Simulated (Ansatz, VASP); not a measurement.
**Two plane-wave programs on Mg3TiF8**

```
Ti Mg F
1.0
     4.62300    0.00000    0.00000
     0.00000    4.62300    0.00000
     0.00000    0.00000    6.10400
Ti Mg F
1 3 8
Direct
  0.00229 0.99860 0.00001
  0.00228 0.99863 0.50001
  0.50235 0.49868 0.25635
  0.50222 0.49856 0.74369
  0.31564 0.31280 0.00004
  0.30287 0.29990 0.49998
  0.20643 0.79499 0.26571
  0.20654 0.79514 0.73437
  0.68886 0.68446 0.99999
  0.70166 0.69730 0.50005
  0.79789 0.20197 0.26564
  0.79802 0.20214 0.73433
```

Alike in both runs: task single point; functional PBEsol; k mesh 4 × 4 × 3; occupations gaussian, width 0.05 eV; no spin polarisation; Hubbard terms Ti d U = 3.0 eV.

```csv
,VASP,Ansatz
version,VASP 6.6.1,Ansatz 0.2.0
potentials or method,"VASP PAW PBE potentials, release 64 (Ti_sv, Mg, F), cutoff 520 eV","scalar-relativistic, plane waves, PAW"
valence electrons in the cell,74,98
```

```csv
,VASP,Ansatz,Ansatz less VASP
gap on the k mesh at the Fermi level (eV),0.27,0.94,+0.677
least direct gap on the mesh (eV),0.51,1.17,+0.654
pressure (GPa),6.0,6.5,+0.45
"traceless stress, the component that is largest in VASP (GPa)",2.93,2.71,-0.215
rms of the force components (eV/Å),0.170,0.184,+0.0146
```

VASP's potentials were made for PBE, not for PBEsol. The programs project onto different local orbitals, so the same U acts differently, and such runs can settle in different states. Atom by atom the forces differ by 0.031 eV/Å (rms over components). VASP's potentials hold 74 valence electrons a cell and Ansatz's 98, so a difference there can come from the potentials and not from the codes.
